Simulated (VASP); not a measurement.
CaO:

```
Ca O
1.0
     0.00000    2.40356    2.40356
     2.40356    0.00000    2.40356
     2.40356    2.40356    0.00000
Ca O
1 1
Direct
  0.00000 0.00000 0.00000
  0.50000 0.50000 0.50000
```

- Program: VASP 6.6.1
- Task: relaxation of cell and atoms
- Functional: BLYP
- Potentials or basis: VASP PAW PBE potentials, release 64 (Ca_sv, O)
- Cutoff: 600 eV
- k mesh: 10 × 10 × 10
- Occupations: fermi-dirac, width 0.05 eV
- Spin: no spin polarisation

At the start: pressure 4.9 GPa; volume 13.89 Å³/atom.

**Question.** Where does the relaxation end?

**Answer.** Over 3 steps the energy falls by 9.1 meV/atom and the volume is 14.51 Å³/atom (+4.5 %); space group Fm-3m (No. 225, to 0.05 Å).

The path:
```
step  energy change (eV)  largest force (eV/Å)  pressure (GPa)  volume (Å³)
   1              0.0000                0.0000            4.86        27.77
   2             -0.0156                0.0000           -1.64        29.50
   3             -0.0181                0.0000           -0.01        29.01
```

Final structure:
```yaml
crystal:
  lattice:
    - [0.00000, 2.43881, 2.43881]
    - [2.43881, 0.00000, 2.43881]
    - [2.43881, 2.43881, 0.00000]
  atoms:
    - { symbol: Ca, position: [0.00000, 0.00000, 0.00000] }
    - { symbol: O, position: [0.50000, 0.50000, 0.50000] }
```

Caveat: the PAW data sets were made with another functional, which shifts forces and pressure a little.
